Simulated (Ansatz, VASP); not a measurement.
**MgZn26S27 in VASP and in Ansatz**

```
Mg Zn S
1.0
     0.00000    8.12175    8.12175
     8.12175    0.00000    8.12175
     8.12175    8.12175    0.00000
Mg Zn S
1 26 27
Cartesian
  0.0000 0.0000 0.0000
  2.7187 2.7187 -0.0010
  5.4031 5.4031 -0.0010
  2.7187 -0.0010 2.7187
  5.4152 2.7066 2.7066
  8.1228 5.4031 2.7187
  5.4031 -0.0010 5.4031
  8.1228 2.7187 5.4031
  10.8292 5.4143 5.4143
  -0.0010 2.7187 2.7187
  2.7066 5.4152 2.7066
  5.4031 8.1228 2.7187
  2.7066 2.7066 5.4152
  5.4152 5.4152 5.4152
  8.1218 8.1218 5.4143
  5.4031 2.7187 8.1228
  8.1218 5.4143 8.1218
  10.8292 8.1218 8.1218
  -0.0010 5.4031 5.4031
  2.7187 8.1228 5.4031
  5.4143 10.8292 5.4143
  2.7187 5.4031 8.1228
  5.4143 8.1218 8.1218
  8.1218 10.8292 8.1218
  5.4143 5.4143 10.8292
  8.1218 8.1218 10.8292
  10.8292 10.8292 10.8292
  1.3939 1.3939 1.3939
  4.0609 4.0609 1.3581
  6.7278 6.7278 1.3939
  4.0609 1.3581 4.0609
  6.7636 4.0609 4.0609
  9.4762 6.7673 4.0616
  6.7278 1.3939 6.7278
  9.4762 4.0616 6.7673
  12.1819 6.7673 6.7673
  1.3581 4.0609 4.0609
  4.0609 6.7636 4.0609
  6.7673 9.4762 4.0616
  4.0609 4.0609 6.7636
  6.7684 6.7684 6.7684
  9.4751 9.4751 6.7684
  6.7673 4.0616 9.4762
  9.4751 6.7684 9.4751
  12.1819 9.4762 9.4762
  1.3939 6.7278 6.7278
  4.0616 9.4762 6.7673
  6.7673 12.1819 6.7673
  4.0616 6.7673 9.4762
  6.7684 9.4751 9.4751
  9.4762 12.1819 9.4762
  6.7673 6.7673 12.1819
  9.4762 9.4762 12.1819
  12.1826 12.1826 12.1826
```

Alike in both runs: functional PBE; k mesh 3 × 3 × 3; occupations fermi-dirac, width 0.01 eV; no spin polarisation.

Ansatz relaxed the structure, and its values are those at the end. VASP's run is a single point on that final structure, the one shown.

```csv
,VASP,Ansatz
version,VASP 6.6.1,Ansatz 0.2.0
potentials or method,"VASP PAW PBE potentials, release 64 (Mg, Zn, S)","plane-wave PAW, scalar-relativistic"
plane-wave cutoff (eV),520,420
valence electrons in the cell,476,484
```

VASP gave:

- gap on the k mesh at the Fermi level (eV): 2.14
- pressure (GPa): 1.7
- rms of the force components (eV/Å): 0.004

Q: What did Ansatz give for the same quantities?

A: gap on the k mesh at the Fermi level (eV): 2.14; pressure (GPa): 1.5; rms of the force components (eV/Å): 0.004.

VASP's potentials hold 476 valence electrons a cell and Ansatz's 484, so a difference there can come from the potentials and not from the codes. Ansatz's warnings: stress scf threshold loose.
